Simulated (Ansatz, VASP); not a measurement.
## One calculation of MnS, two programs

File INCAR:

```
ALGO = Normal ; EDIFF = 1E-6
EDIFFG = -0.01 ; ENCUT = 600
GGA = PE ; IBRION = 2
ISIF = 3 ; ISMEAR = -1
ISPIN = 2 ; LASPH = T
LCHARG = F ; LMAXMIX = 4
LORBIT = 11 ; LREAL = F
LWAVE = F ; MAGMOM = 4 0
NELM = 150 ; NSW = 60
PREC = Accurate ; SIGMA = 0.1
```

KPOINTS

```
k-points
0
Gamma
  9 9 9
```

Contents of POSCAR:

```
MnS
1.0
    0.0000000000      2.5692997390      2.5692997390
    2.5692997390      0.0000000000      2.5692997390
    2.5692997390      2.5692997390      0.0000000000
Mn S
1 1
Direct
    0.0000000000      0.0000000000      0.0000000000
    0.5000000000      0.5000000000      0.5000000000
```

input.yaml

```yaml
crystal:
  lattice:
    - [0.0, 2.569299739, 2.569299739]
    - [2.569299739, 0.0, 2.569299739]
    - [2.569299739, 2.569299739, 0.0]
  atoms:
    - { symbol: Mn, position: [0.0, 0.0, 0.0], spin: 4.0 }
    - { symbol: S, position: [0.5, 0.5, 0.5] }
hamiltonian:
  xc: pbe
  pseudopotentials: { kind: nc, source: spms }
magnetization:
  spin_polarized: true
kpoints:
  mp_grid: { grid: [9, 9, 9] }
scf:
  occupations: { method: fermi_dirac, width: 0.1 }
output:
  forces: true
  stress: true
relax:
  f_tol: 0.01
  max_steps: 40
  cell: { stress_tol: 0.05 }
```

Change from the starting cell: volume scaled by 0.96.

Alike in both runs: task relaxation of cell and atoms; functional PBE; k mesh 9 × 9 × 9; occupations fermi-dirac, width 0.1 eV; collinear spin.

|  | VASP | Ansatz |
| --- | --- | --- |
| version | VASP 6.6.1 | Ansatz 0.2.0 |
| potentials or method | VASP PAW PBE potentials, release 64 (Mn_pv, S) | SPMS NC |
| plane-wave cutoff (eV) | 600 | 1007 |
| valence electrons in the cell | 19 | 21 |

|  | VASP | Ansatz | Ansatz less VASP |
| --- | --- | --- | --- |
| net moment per atom (μB) | 2.26 | 2.32 | +0.064 |
| size of the moment on the site where the two differ most (μB) | 0.09 | 0.15 | +0.059 |
| relaxed volume (Å³/atom) | 16.63 | 16.96 | +0.326 |
| relaxed cell length with the largest relative difference (Å) | 3.610 | 3.634 | +0.0234 |

Site moments also hang on the region over which each program counts them. VASP's potentials hold 19 valence electrons a cell and Ansatz's 21, so a difference there can come from the potentials and not from the codes.

Noted on Ansatz's run: the plane-wave basis is chosen anew once the cell has moved, so the energies of steps on either side of that aren't comparable.
